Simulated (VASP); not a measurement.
# MgO (F-43m) in VASP: a series of runs

The runs below take MgO through single point, relaxation of cell and atoms, with PBE.

Everything below comes from runs of VASP 6.6.1. Logs are shortened: lines on timing, memory, paths and dates and some standing lists are left out, and cuts for length are marked.

## (1) The cell of the first run

Symmetry: F-43m, No. 216, cubic system. The conventional cell has a = 4.613 Å, b = 4.613 Å, c = 4.613 Å, α = 90.00°, β = 90.00°, γ = 90.00°. Mg (site symmetry -43m) has 4 O at 2.00 Å within 2.6 Å. Within 2.6 Å of O (site symmetry -43m) lie 4 Mg at 2.00 Å.

## (2) Single point, PBE

Contents of INCAR:

```
PREC = Accurate ; ENCUT = 520
EDIFF = 1E-6 ; ISMEAR = 0
SIGMA = 0.1 ; LREAL = F
LASPH = T ; NELM = 100
ALGO = Normal ; ISIF = 2
LWAVE = F ; LCHARG = F
GGA = PE ; NBANDS = 11
```

Contents of KPOINTS:

```
Automatic mesh
0
Gamma
  6 6 6
```

Contents of POSCAR:

```
MgO
1.0
    0.0000000000      2.3062840489      2.3062840489
    2.3062840489      0.0000000000      2.3062840489
    2.3062840489      2.3062840489      0.0000000000
Mg O
1 1
Direct
    0.0000000000      0.0000000000      0.0000000000
    0.7500000000      0.7500000000      0.7500000000
```

Potentials or basis: VASP PAW PBE potentials, release 64 (Mg, O).

Run with:

```
$ cat potpaw_PBE.64/Mg/POTCAR potpaw_PBE.64/O/POTCAR > POTCAR
$ mpirun -np 1 vasp_std > vasp.out
```

OUTCAR:

```text
PREC = Accurate
   ENCUT = 520
   EDIFF = 1E-6
   ISMEAR = 0
   LREAL = F
   LASPH = T
   NELM = 100
   ISIF = 2
   GGA = PE

 ion  position               nearest neighbor table
   1  0.000  0.000  0.000-   2 2.00   2 2.00   2 2.00   2 2.00
   2  0.750  0.750  0.750-   1 2.00   1 2.00   1 2.00   1 2.00

  LATTYP: Found a face centered cubic cell.
 ALAT       =     4.6125680978

  Lattice vectors:

 A1 = (   0.0000000000,   2.3062840489,   2.3062840489)
 A2 = (   2.3062840489,   0.0000000000,   2.3062840489)
 A3 = (   2.3062840489,   2.3062840489,   0.0000000000)

Analysis of symmetry for initial positions (statically):
=====================================================================
 Subroutine PRICEL returns:
 Original cell was already a primitive cell.

 Routine SETGRP: Setting up the symmetry group for a
 face centered cubic supercell.

 Subroutine GETGRP returns: Found 24 space group operations
 (whereof 24 operations were pure point group operations)
 out of a pool of 48 trial point group operations.

The static configuration has the point symmetry T_d .

Analysis of symmetry for dynamics (positions and initial velocities):
=====================================================================
 Subroutine PRICEL returns:
 Original cell was already a primitive cell.

 Routine SETGRP: Setting up the symmetry group for a
 face centered cubic supercell.

 Subroutine GETGRP returns: Found 24 space group operations
 (whereof 24 operations were pure point group operations)
 out of a pool of 48 trial point group operations.

The dynamic configuration has the point symmetry T_d .

 Subroutine INISYM returns: Found 24 space group operations
 (whereof 24 operations are pure point group operations),
 and found     1 'primitive' translations

----------------------------------------------------------------------------------------

                                     Primitive cell

  volume of cell :      24.5340

  direct lattice vectors                    reciprocal lattice vectors
     0.000000000  2.306284049  2.306284049    -0.216798967  0.216798967  0.216798967
     2.306284049  0.000000000  2.306284049     0.216798967 -0.216798967  0.216798967
     2.306284049  2.306284049  0.000000000     0.216798967  0.216798967 -0.216798967

  length of vectors
     3.261578181  3.261578181  3.261578181     0.375506826  0.375506826  0.375506826

  position of ions in fractional coordinates (direct lattice)
     0.000000000  0.000000000  0.000000000
     0.750000000  0.750000000  0.750000000

  ion indices of the primitive-cell ions
   primitive index   ion index
                 1           1
                 2           2

----------------------------------------------------------------------------------------

 KPOINTS: Automatic mesh

Automatic generation of k-mesh.
 Grid dimensions read from file:
 generate k-points for:    6    6    6

 Generating k-lattice:

  Cartesian coordinates                     Fractional coordinates (reciprocal lattice)
    -0.036133161  0.036133161  0.036133161     0.166666667  0.000000000  0.000000000
     0.036133161 -0.036133161  0.036133161     0.000000000  0.166666667  0.000000000
     0.036133161  0.036133161 -0.036133161     0.000000000  0.000000000  0.166666667

  Length of vectors
     0.062584471  0.062584471  0.062584471

  Shift w.r.t. Gamma in fractional coordinates (k-lattice)
     0.000000000  0.000000000  0.000000000

 Subroutine IBZKPT returns following result:
 ===========================================

 Found     16 irreducible k-points:

 Following reciprocal coordinates:
            Coordinates               Weight
  0.000000  0.000000  0.000000      1.000000
  0.166667  0.000000  0.000000      8.000000
  0.333333  0.000000  0.000000      8.000000
  0.500000  0.000000  0.000000      4.000000
  0.166667  0.166667  0.000000      6.000000
  0.333333  0.166667  0.000000     24.000000
[... 8 lines left out ...]
 -0.333333  0.333333  0.166667     24.000000
 -0.333333  0.500000  0.166667     12.000000
   k-points           NKPTS =     16   k-points in BZ     NKDIM =     16   number of bands    NBANDS=     11
   number of dos      NEDOS =    301   number of ions     NIONS =      2
   total plane-waves  NPLWV =  13824
   dimension x,y,z NGX =    24 NGY =   24 NGZ =   24
   dimension x,y,z NGXF=    48 NGYF=   48 NGZF=   48
   ions per type =               1   1
   NGX,Y,Z   is equivalent  to a cutoff of  12.23, 12.23, 12.23 a.u.
   NGXF,Y,Z  is equivalent  to a cutoff of  24.47, 24.47, 24.47 a.u.
 SYSTEM =  unknown system
   PREC   = accura    normal or accurate (medium, high low for compatibility)
   ISTART =      0    job   : 0-new  1-cont  2-samecut
   ICHARG =      2    charge: 1-file 2-atom 10-const
   ISPIN  =      1    spin polarized calculation?
   LNONCOLLINEAR =      F non collinear calculations
   LSORBIT =      F    spin-orbit coupling
   LASPH  =      T    aspherical Exc in radial PAW
   ENCUT  =  520.0 eV  38.22 Ry    6.18 a.u.   6.06  6.06  6.06*2*pi/ulx,y,z
   NELM   =    100;   NELMIN=  2; NELMDL= -5     # of ELM steps
   EDIFF  = 0.1E-05   stopping-criterion for ELM
   LREAL  =      F    real-space projection
   EDIFFG = 0.1E-04   stopping-criterion for IOM
   NSW    =      0    number of steps for IOM
   IBRION =     -1    ionic relax: 0-MD 1-quasi-New 2-CG
   NFREE  =      0    steps in history (QN), initial steepest desc. (CG)
   ISIF   =      2    stress and relaxation
   ISYM   =      2    0-nonsym 1-usesym 2-fastsym
   POTIM  = 0.5000    time-step for ionic-motion
   TEBEG  =    0.0;   TEEND  =   0.0 temperature during run
   PSTRESS=    0.0 pullay stress
   NELECT =       8.0000    total number of electrons
   NUPDOWN=      -1.0000    fix difference up-down
   EMIN   =  10.00;   EMAX   =-10.00  energy-range for DOS
   EFERMI =   0.00;   METHOD = LEGACY
   ISMEAR =     0;   SIGMA  =   0.10  broadening in eV -4-tet -1-fermi 0-gaus
   EFERMI_NEDOS =   21; number of points for ismear=-14 and -15
   IALGO  =     38    algorithm
   IMIX   =      4    mixing-type and parameters
     AMIX     =   0.40;   BMIX     =  1.00
     AMIX_MAG =   1.60;   BMIX_MAG =  1.00
  volume/ion in A,a.u.               =      12.27        82.78
  Fermi-wavevector in a.u.,A,eV,Ry     =   1.126805  2.129352 17.275169  1.269689
  Thomas-Fermi vector in A             =   2.263488
   LORBIT       =      0    0 simple, 1 ext, 2 COOP (PROOUT), +10 PAW based schemes
   GGA     = PE    functional components
   LHFCALC =     F    Hartree Fock is set to
   AEXX    =    0.0000 exact exchange contribution
   IVDW    =     0    specifies the selected vdW correction
   LEPSILON=     F    determine dielectric tensor
   LRPA    =     F    only Hartree local field effects (RPA)
 non-spin polarized calculation
 Gauss-broadening in eV      SIGMA  =   0.10
  energy-cutoff  :      520.00
  volume of cell :       24.53
 maximum number of plane-waves:       680
   NGX = 13   NGY = 13   NGZ = 13

 number of electron       8.0000001 magnetization

 Free energy of the ion-electron system (eV)
  ---------------------------------------------------
  ext. energy  EPLUGINS =         0.00000000
  ---------------------------------------------------
  free energy    TOTEN  =       -11.70091064 eV

  energy without entropy =      -11.70091064  energy(sigma->0) =      -11.70091064

 E-fermi :   1.0588     XC(G=0):  -9.5848

 val. band max:        0.6271826724   @ k =   0.0000   0.0000   0.0000
 cond. band min:       4.0911472913   @ k =   0.0000   0.0000   0.0000
 fundamental gap:      3.4639646189
 Fermi energy:         1.0588403235

 k-point     1 :       0.0000    0.0000    0.0000
  band No.  band energies     occupation
      1     -15.1833      2.00000
      2       0.6272      2.00000
      3       0.6272      2.00000
      4       0.6272      2.00000
      5       4.0911      0.00000
      6      17.0943      0.00000
      7      17.0943      0.00000
      8      17.0943      0.00000
      9      20.6471      0.00000
     10      20.6472      0.00000
     11      20.6797      0.00000

 k-point     2 :       0.1667    0.0000    0.0000
  band No.  band energies     occupation
      1     -15.0362      2.00000
      2      -0.4269      2.00000
      3       0.5801      2.00000
      4       0.5801      2.00000
      5       5.3817      0.00000
      6      15.0701      0.00000
      7      16.8270      0.00000
      8      16.8270      0.00000
      9      18.9936      0.00000
     10      18.9936      0.00000
     11      19.7746      0.00000

 k-point     3 :       0.3333    0.0000    0.0000
  band No.  band energies     occupation
      1     -14.7245      2.00000
      2      -1.7857      2.00000
      3       0.4890      2.00000
      4       0.4890      2.00000
      5       7.4642      0.00000
      6      12.1285      0.00000
      7      15.5458      0.00000
      8      15.5458      0.00000
      9      19.5553      0.00000
     10      20.4428      0.00000
     11      20.4428      0.00000

 k-point     4 :       0.5000    0.0000    0.0000
  band No.  band energies     occupation
      1     -14.5586      2.00000
      2      -2.3287      2.00000
      3       0.4449      2.00000
      4       0.4449      2.00000
      5       9.1907      0.00000
      6      10.0737      0.00000
      7      15.0091      0.00000
      8      15.0091      0.00000
      9      19.8681      0.00000
     10      21.9363      0.00000
     11      21.9363      0.00000

 k-point     5 :       0.1667    0.1667    0.0000
  band No.  band energies     occupation
      1     -14.9883      2.00000
      2      -0.4455      2.00000
      3       0.4345      2.00000
      4       0.4345      2.00000
      5       5.6967      0.00000
      6      15.1210      0.00000
      7      15.9426      0.00000
      8      16.7634      0.00000
      9      16.7634      0.00000
     10      21.4161      0.00000
     11      22.7564      0.00000
[... 99 lines left out ...]
 k-point    13 :       0.5000    0.5000    0.0000
  band No.  band energies     occupation
      1     -14.3744      2.00000
      2      -1.8151      2.00000
      3      -0.0985      2.00000
      4      -0.0985      2.00000
      5       6.8072      0.00000
      6      12.0144      0.00000
      7      14.2862      0.00000
      8      16.9250      0.00000
      9      16.9250      0.00000
     10      22.0631      0.00000
     11      26.8335      0.00000

 k-point    14 :       0.5000    0.3333    0.1667
  band No.  band energies     occupation
      1     -14.5244      2.00000
      2      -1.5898      2.00000
      3      -0.3459      2.00000
      4       0.1736      2.00000
      5       8.1199      0.00000
      6      11.8190      0.00000
      7      13.6406      0.00000
      8      15.7272      0.00000
      9      18.6803      0.00000
     10      22.0291      0.00000
     11      24.3151      0.00000

 k-point    15 :      -0.3333    0.3333    0.1667
  band No.  band energies     occupation
      1     -14.4172      2.00000
      2      -1.5485      2.00000
      3      -0.6998      2.00000
      4       0.0120      2.00000
      5       8.6222      0.00000
      6      11.3357      0.00000
      7      13.5576      0.00000
      8      15.3047      0.00000
      9      20.0006      0.00000
     10      20.9049      0.00000
     11      25.5473      0.00000

 k-point    16 :      -0.3333    0.5000    0.1667
  band No.  band energies     occupation
      1     -14.3701      2.00000
      2      -1.4379      2.00000
      3      -0.5804      2.00000
      4      -0.3252      2.00000
      5       7.8091      0.00000
      6      12.0181      0.00000
      7      14.1260      0.00000
      8      14.8572      0.00000
      9      18.7345      0.00000
     10      22.9988      0.00000
     11      23.9360      0.00000

------------------------ aborting loop because EDIFF is reached ----------------------------------------

  FORCE on cell =-STRESS in cart. coord.  units (eV):
  Direction    XX          YY          ZZ          XY          YZ          ZX
  --------------------------------------------------------------------------------------
  -------------------------------------------------------------------------------------
  Total       -0.0636723     -0.0636723     -0.0636723      0.0000000     -0.0000000      0.0000000
  in kB       -4.1580805     -4.1580805     -4.1580805      0.0000000     -0.0000000      0.0000000
  external PRESSURE =      -4.1580805 kB  Pullay stress =       0.0000000 kB

 VOLUME and BASIS-vectors are now :
 -----------------------------------------------------------------------------
  energy-cutoff  :      520.00
  volume of cell :       24.53
      direct lattice vectors                 reciprocal lattice vectors
     0.000000000  2.306284049  2.306284049    -0.216798967  0.216798967  0.216798967
     2.306284049  0.000000000  2.306284049     0.216798967 -0.216798967  0.216798967
     2.306284049  2.306284049  0.000000000     0.216798967  0.216798967 -0.216798967

 POSITION                                       TOTAL-FORCE (eV/Angst)
 -----------------------------------------------------------------------------------
      0.00000      0.00000      0.00000         0.000000     -0.000000      0.000000
      3.45943      3.45943      3.45943        -0.000000      0.000000     -0.000000
 -----------------------------------------------------------------------------------
    total drift:                                0.000000      0.000000      0.000000

  FREE ENERGIE OF THE ION-ELECTRON SYSTEM (eV)
  ---------------------------------------------------
  free  energy   TOTEN  =       -11.7009106428 eV

  energy  without entropy=      -11.7009106428  energy(sigma->0) =      -11.70091064
```

It took 6.8 s on 1 thread of Intel Xeon 8259CL, shared host; peak memory 0.13 GiB.

Results:

| Item | Value |
| --- | --- |
| Free energy | -11.7009 eV |
| Pressure | -0.4 GPa |
| Band gap on the k mesh | 3.46 eV, direct |

## (3) Single point, PBE

This run uses another cell than the first one, of 14.65 Å³/atom, 1.194 times its volume.

Contents of INCAR:

```
SYSTEM = MgO
PREC = Accurate
ENCUT = 520
EDIFF = 1E-7
ISMEAR = 0
SIGMA = 0.1
LREAL = .FALSE.
LASPH = .TRUE.
NELM = 100
ALGO = Normal
ISIF = 2
LWAVE = .FALSE.
LCHARG = .FALSE.
GGA = PE
NBANDS = 11
```

Contents of KPOINTS:

```
regular mesh
0
G
  6 6 6
  0 0 0
```

Contents of POSCAR:

```
MgO
1.0
    0.0000000000      2.4468611300      2.4468611300
    2.4468611300      0.0000000000      2.4468611300
    2.4468611300      2.4468611300      0.0000000000
Mg O
1 1
Direct
    0.0000000000      0.0000000000      0.0000000000
    0.7500000000      0.7500000000      0.7500000000
```

Potentials or basis: VASP PAW PBE potentials, release 64 (Mg, O).

Run with:

```
$ cat potpaw_PBE.64/Mg/POTCAR potpaw_PBE.64/O/POTCAR > POTCAR
$ mpirun -np 1 vasp_std > vasp.out
```

It took 10 s on 1 thread of Intel Xeon 8259CL, shared host; peak memory 0.15 GiB.

It converged, with:

```
Free energy            : -11.4486 eV
Pressure               : -14.5 GPa
Band gap on the k mesh : 2.57 eV, direct
```

Levels at points of the mesh, in eV from the valence-band top:
```tsv
k point	band 1	band 2	band 3	band 4	band 5	band 6	band 7	band 8
(0.00, 0.00, 0.00)	-15.37	0.00	0.00	0.00	2.57	14.61	14.61	14.61
(0.50, 0.00, 0.00)	-14.96	-2.53	-0.17	-0.17	7.33	8.20	13.07	13.07
(0.50, 0.50, 0.00)	-14.83	-2.09	-0.64	-0.64	5.74	10.48	11.33	14.30
```

PBE gaps usually lie below the measured ones, often by a third to a half.

[end of part 1 of 2]
